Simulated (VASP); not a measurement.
Set up this calculation in VASP 6.6.1, as the native input.

```yaml
Task: single point
Functional: PBE
Potentials_or_basis: VASP PAW PBE potentials, release 64 (Al, O)
Cutoff: 520 eV
k_mesh: 4 × 6 × 6
Occupations: gaussian, width 0.02 eV
Spin: no spin polarisation
Dipole_correction: no
Further_INCAR_settings: LREAL = Auto; ALGO = Normal; EDIFF = 1e-06; NBANDS = 64
```

The structure of Al2O3 lies in POSCAR:

```
Al2O3
1.0
    7.0188320188      0.0000000000      0.0000000000
    0.0000000000      4.7993914135      0.0000000000
    0.0000000000      0.0000000000      4.9367748460
Al O
8 12
Direct
    0.3899921523      0.2522544941      0.0314899780
    0.6100078477      0.2522544941      0.4685100220
    0.1100078477      0.2477455059      0.5314899780
    0.8899921523      0.2477455059      0.9685100220
    0.6100078477      0.7477455059      0.9685100220
    0.3899921523      0.7477455059      0.5314899780
    0.8899921523      0.7522544941      0.4685100220
    0.1100078477      0.7522544941      0.0314899780
    0.6541663050      0.1071107466      0.1023352248
    0.3458336950      0.1071107466      0.3976647752
    0.8458336950      0.3928892534      0.6023352248
    0.1541663050      0.3928892534      0.8976647752
    0.3458336950      0.8928892534      0.8976647752
    0.6541663050      0.8928892534      0.6023352248
    0.1541663050      0.6071107466      0.3976647752
    0.8458336950      0.6071107466      0.1023352248
    0.0000000000      0.0502751590      0.2500000000
    0.5000000000      0.4497248410      0.7500000000
    0.0000000000      0.9497248410      0.7500000000
    0.5000000000      0.5502751590      0.2500000000
```

One way to write it, as run:

INCAR

```
SYSTEM = Al2O3
PREC = Accurate
ENCUT = 520
EDIFF = 1E-6
ISMEAR = 0
SIGMA = 0.02
LREAL = Auto
LASPH = .True.
NELM = 80
ALGO = Normal
ISIF = 2
LWAVE = .False.
LCHARG = .False.
GGA = PE
NBANDS = 64
```

KPOINTS

```
Automatic mesh
0
Gamma
  4 6 6
  0 0 0
```

Potentials or basis: VASP PAW PBE potentials, release 64 (Al, O).

Run with:

```console
$ cat potpaw_PBE.64/Al/POTCAR potpaw_PBE.64/O/POTCAR > POTCAR
$ mpirun -np 1 vasp_std > vasp.out
```

It gave:

The pressure is 7.3 GPa and the largest force is 0.011 eV/Å. The band gap on the k mesh is 5.66 eV.

Caveat: the cell stands under pressure.

It took 5 min on 1 thread of AMD EPYC 9R45 96-Core Processor (Zen 5), on a shared host, peak memory 0.43 GiB.
